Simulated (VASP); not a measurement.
Input of a VASP 6.6.1 run:

Contents of INCAR:

```
SYSTEM = Tc
PREC = Accurate
ENCUT = 520
EDIFF = 1E-6
ISMEAR = 0
SIGMA = 0.05
LREAL = .False.
LASPH = .True.
NELM = 100
ALGO = Normal
ISIF = 2
LWAVE = .False.
LCHARG = .False.
GGA = PE
NBANDS = 12
```

Contents of KPOINTS:

```
Automatic mesh
0
Gamma
  20 20 20
  0 0 0
```

POSCAR

```
Tc
1.0
   -1.5516498693      1.5516498693      1.5516498693
    1.5516498693     -1.5516498693      1.5516498693
    1.5516498693      1.5516498693     -1.5516498693
Tc
1
Direct
    0.0000000000      0.0000000000      0.0000000000
```

Potentials or basis: VASP PAW PBE potentials, release 64 (Tc_pv).

Run with:

```console
$ cat potpaw_PBE.64/Tc_pv/POTCAR > POTCAR
$ mpirun -np 1 vasp_std > vasp.out
```

Problem. What does it give for the pressure?

Solution. -6.9 GPa.
